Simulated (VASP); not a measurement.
Here is a VASP 6.6.1 calculation.

File INCAR:

```
PREC = Accurate
ENCUT = 520
EDIFF = 1E-6
ISMEAR = -1
SIGMA = 0.1
LREAL = False
LASPH = True
NELM = 60
ALGO = Normal
ISIF = 2
LWAVE = False
LCHARG = False
GGA = PE
NBANDS = 10
```

Contents of KPOINTS:

```
Automatic mesh
0
Gamma
  10 10 10
```

Contents of POSCAR:

```
K
1.0
    0.0000000000      2.9552506318      2.9552506318
    2.9552506318      0.0000000000      2.9552506318
    2.9552506318      2.9552506318      0.0000000000
K
1
Direct
    0.0000000000      0.0000000000      0.0000000000
```

Potentials or basis: VASP PAW PBE potentials, release 64 (K_sv).

Run with:

```sh
$ cat potpaw_PBE.64/K_sv/POTCAR > POTCAR
$ mpirun -np 1 vasp_std > vasp.out
```

Task: Predict the band gap on the k mesh.

Result: Zero (an odd number of electrons rules out a gap without spin polarisation).

Task: What does it give for the pressure?

Result: 2.5 GPa.
